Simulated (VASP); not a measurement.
# TaN (I4/mmm) in VASP: further runs, part 2 of 2

VASP 6.6.1. The steps go on from the part before.

## (4) Single point, PBE (strain -0.015 along x and y, -0.030 along z)

File INCAR:

```
  ALGO = Normal
  EDIFF = 1E-7
  ENCUT = 520
  GGA = PE
  ISIF = 2
  ISMEAR = 0
  LASPH = True
  LCHARG = False
  LREAL = False
  LWAVE = False
  NBANDS = 15
  NELM = 60
  PREC = Accurate
  SIGMA = 0.15
```

File KPOINTS:

```
k-points
0
Gamma
  24 24 24
```

File POSCAR:

```
TaN
1.0
    0.0000000000      2.1755052563      2.1423757347
    2.1755052563      0.0000000000      2.1423757347
    2.1755052563      2.1755052563      0.0000000000
Ta N
1 1
Direct
    0.5000000000      0.5000000000      0.5000000000
    0.0000000000      0.0000000000      0.0000000000
```

Potentials or basis: VASP PAW PBE potentials, release 64 (Ta_pv, N).

Started as:

```
$ cat potpaw_PBE.64/Ta_pv/POTCAR potpaw_PBE.64/N/POTCAR > POTCAR
$ mpirun -np 1 vasp_std > vasp.out
```

OUTCAR:

```text
EDIFF = 1E-7
   ENCUT = 520
   GGA = PE
   ISIF = 2
   ISMEAR = 0
   LASPH = True
   LREAL = False
   NELM = 60
   PREC = Accurate

 ion  position               nearest neighbor table
   1  0.500  0.500  0.500-   2 2.14   2 2.14   2 2.18   2 2.18   2 2.18   2 2.18
   2  0.000  0.000  0.000-   1 2.14   1 2.14   1 2.18   1 2.18   1 2.18   1 2.18

  LATTYP: Found a body centered tetragonal cell.
 ALAT       =     3.0766290385
 C/A-ratio  =     1.3926773153

  Lattice vectors:

 A1 = (   0.0000000000,  -2.1755052563,  -2.1423757347)
 A2 = (   0.0000000000,   2.1755052563,  -2.1423757347)
 A3 = (   2.1755052563,   0.0000000000,   2.1423757347)

Analysis of symmetry for initial positions (statically):
=====================================================================
 Subroutine PRICEL returns:
 Original cell was already a primitive cell.

 Routine SETGRP: Setting up the symmetry group for a
 body centered tetragonal supercell.

 Subroutine GETGRP returns: Found 16 space group operations
 (whereof 16 operations were pure point group operations)
 out of a pool of 16 trial point group operations.

The static configuration has the point symmetry D_4h.

Analysis of symmetry for dynamics (positions and initial velocities):
=====================================================================
 Subroutine PRICEL returns:
 Original cell was already a primitive cell.

 Routine SETGRP: Setting up the symmetry group for a
 body centered tetragonal supercell.

 Subroutine GETGRP returns: Found 16 space group operations
 (whereof 16 operations were pure point group operations)
 out of a pool of 16 trial point group operations.

The dynamic configuration has the point symmetry D_4h.

 Subroutine INISYM returns: Found 16 space group operations
 (whereof 16 operations are pure point group operations),
 and found     1 'primitive' translations

[... 117 lines left out ...]
  Thomas-Fermi vector in A             =   2.622630
   LORBIT       =      0    0 simple, 1 ext, 2 COOP (PROOUT), +10 PAW based schemes
   GGA     = PE    functional components
   LHFCALC =     F    Hartree Fock is set to
   AEXX    =    0.0000 exact exchange contribution
   IVDW    =     0    specifies the selected vdW correction
   LEPSILON=     F    determine dielectric tensor
   LRPA    =     F    only Hartree local field effects (RPA)
 non-spin polarized calculation
 Gauss-broadening in eV      SIGMA  =   0.15
  energy-cutoff  :      520.00
  volume of cell :       20.28
 maximum number of plane-waves:       560
   NGX = 11   NGY = 11   NGZ = 11

 number of electron      15.9999998 magnetization

 Free energy of the ion-electron system (eV)
  ---------------------------------------------------
  ext. energy  EPLUGINS =         0.00000000
  ---------------------------------------------------
  free energy    TOTEN  =       -21.72986641 eV

  energy without entropy =      -21.72045211  energy(sigma->0) =      -21.72515926

 E-fermi :  10.0987     XC(G=0): -13.7022

 val. band max:       10.0978513498   @ k =   0.2500   0.1250   0.0833
 cond. band min:      10.0995679441   @ k =  -0.4167   0.0000   0.2083
 fundamental gap:      0.0017165943
 Fermi energy:        10.0987231552

 k-point     1 :       0.0000    0.0000    0.0000
  band No.  band energies     occupation
      1     -25.5924      2.00000
      2     -25.5924      2.00000
      3     -25.5861      2.00000
      4      -9.1669      2.00000
      5       6.1011      2.00000
      6       6.1011      2.00000
      7       6.1842      2.00000
      8       7.7889      2.00000
      9       7.7889      2.00000
     10       7.9829      2.00000
     11      10.0543      1.32435
     12      10.2288      0.21998
     13      12.0920      0.00000
     14      19.5195      0.00000
[... 401 lines left out ...]
      2     -25.7047      2.00000
      3     -25.6771      2.00000
      4      -6.0120      2.00000
      5      -0.4509      2.00000
      6       2.2209      2.00000
      7       2.2841      2.00000
      8      11.2774      0.00000
      9      12.1503      0.00000
     10      12.1654      0.00000
     11      14.6297      0.00000
     12      17.3909      0.00000
     13      18.2065      0.00000
     14      22.2851      0.00000
     15      22.6583      0.00000

 [... further k-points ...]
[... 5 lines left out ...]
  --------------------------------------------------------------------------------------
  -------------------------------------------------------------------------------------
  Total        2.5530115      2.5530115      4.0650627      0.0000000      0.0000000     -0.0000000
  in kB      201.7053586    201.7053586    321.1677406      0.0000000      0.0000000     -0.0000000
  external PRESSURE =     241.5261526 kB  Pullay stress =       0.0000000 kB

 VOLUME and BASIS-vectors are now :
 -----------------------------------------------------------------------------
  energy-cutoff  :      520.00
  volume of cell :       20.28
      direct lattice vectors                 reciprocal lattice vectors
     0.000000000  2.175505256  2.142375735    -0.229831667  0.229831667  0.233385765
     2.175505256  0.000000000  2.142375735     0.229831667 -0.229831667  0.233385765
     2.175505256  2.175505256  0.000000000     0.229831667  0.229831667 -0.233385765

 POSITION                                       TOTAL-FORCE (eV/Angst)
 -----------------------------------------------------------------------------------
      2.17551      2.17551      2.14238        -0.000000      0.000000     -0.000000
      0.00000      0.00000      0.00000         0.000000     -0.000000      0.000000
 -----------------------------------------------------------------------------------
    total drift:                                0.000000     -0.000000     -0.000000

  FREE ENERGIE OF THE ION-ELECTRON SYSTEM (eV)
  ---------------------------------------------------
  free  energy   TOTEN  =       -21.7298664060 eV

  energy  without entropy=      -21.7204521080  energy(sigma->0) =      -21.72515926
```

stdout:

```text
POSCAR found type information on POSCAR TaN
 POSCAR found :  2 types and       2 ions
 scaLAPACK will be used
 LDA part: xc-table for (Slater+PW92), standard interpolation
 POSCAR, INCAR and KPOINTS ok, starting setup
 FFT: planning ... GRIDC
 FFT: planning ... GRID_SOFT
 FFT: planning ... GRID
 WAVECAR not read
 entering main loop
```

Wall time 5.3 min (1 thread of Intel Xeon 8259CL, shared host); peak memory 0.43 GiB.

Results:

```
Free energy            : -21.7299 eV
Pressure               : 24.2 GPa
Band gap on the k mesh : zero (bands 8 and 9 overlap by 4.28 eV)
```

Stress tensor (GPa, compression positive):
```
20.17  0.00  0.00
 0.00 20.17  0.00
 0.00  0.00 32.12
```

Caveat: the cell differs from its parent crystal (strain -0.015 along x and y, -0.030 along z); the stress differs along the axes, from 20 to 32 GPa; spin-orbit coupling is left out, which moves the levels of the heavy elements.

## (5) Single point, PBE (strain -0.030 along x and y, +0.015 along z)

File INCAR:

```
SYSTEM = TaN
  PREC = Accurate
  ENCUT = 520
  EDIFF = 1E-7
  ISMEAR = 0
  SIGMA = 0.15
  LREAL = .FALSE.
  LASPH = .TRUE.
  NELM = 60
  ALGO = Normal
  ISIF = 2
  LWAVE = .FALSE.
  LCHARG = .FALSE.
  GGA = PE
  NBANDS = 15
```

File KPOINTS:

```
Automatic mesh
0
G
  24 24 24
  0 0 0
```

File POSCAR:

```
TaN
1.0
    0.0000000000      2.1423757347      2.2417642997
    2.1423757347      0.0000000000      2.2417642997
    2.1423757347      2.1423757347      0.0000000000
Ta N
1 1
Direct
    0.5000000000      0.5000000000      0.5000000000
    0.0000000000      0.0000000000      0.0000000000
```

Started as:

```
$ cat potpaw_PBE.64/Ta_pv/POTCAR potpaw_PBE.64/N/POTCAR > POTCAR
$ mpirun -np 1 vasp_std > vasp.out
```

It took 5.8 min on 1 thread of Intel Xeon 8259CL, shared host; peak memory 0.43 GiB.

It converged, with:

```
Free energy            : -21.7189 eV
Pressure               : 19.7 GPa
Band gap on the k mesh : zero (bands 8 and 9 overlap by 3.98 eV)
```

Stress tensor (GPa, compression positive):
```
28.92  0.00  0.00
 0.00 28.92  0.00
 0.00  0.00  1.17
```

Levels at points of the mesh, in eV from the Fermi level:
```csv
k point,band 4,band 5,band 6,band 7,band 8,band 9,band 10,band 11,band 12,band 13
"(0.00, 0.00, 0.00)",-19.14,-4.05,-3.85,-3.85,-2.56,-1.98,-1.98,-0.56,0.41,2.18
"(0.50, 0.00, 0.00)",-15.89,-10.64,-7.85,-7.82,1.88,2.06,2.30,3.92,7.19,8.50
"(0.50, 0.50, 0.00)",-17.91,-7.02,-5.64,-4.56,-4.56,2.22,3.72,3.72,4.79,7.11
"(0.50, 0.00, 0.50)",-17.87,-6.53,-5.70,-4.87,-4.68,2.12,3.40,4.08,5.10,7.37
```

Caveat: the cell differs from its parent crystal (strain -0.030 along x and y, +0.015 along z); the stress differs along the axes, from 1 to 29 GPa; spin-orbit coupling is left out, which moves the levels of the heavy elements.

## (6) Overview

```csv
cell,gap on the mesh (eV),pressure (GPa)
"a = 3.053, b = 3.053, c = 3.030 Å, angles 60.3, 60.3, 59.5°, 2 atoms",none,31.0
"a = 3.077, b = 3.077, c = 3.030 Å, angles 60.5, 60.5, 59.0°, 2 atoms",none,24.9
"a = 3.053, b = 3.053, c = 3.077 Å, angles 59.7, 59.7, 60.5°, 2 atoms",none,24.2
"a = 3.101, b = 3.101, c = 3.030 Å, angles 60.8, 60.8, 58.5°, 2 atoms",none,19.7
```

Alike in all rows: task single point; level PBE; potentials or basis VASP PAW PBE potentials, release 64 (Ta_pv, N); no spin polarisation; k mesh 24 × 24 × 24; cutoff (eV) 520; smearing gaussian 0.15 eV.

Caveats: spin-orbit coupling is left out, which moves the levels of the heavy elements; the stress differs along the axes, from 23 to 35 GPa (at least some runs); the stress differs along the axes, from 10 to 32 GPa (at least some runs); the stress differs along the axes, from 20 to 32 GPa (at least some runs); the stress differs along the axes, from 1 to 29 GPa (at least some runs).

Total energies depend on the potentials used, so only differences within one code and one set of settings carry meaning.
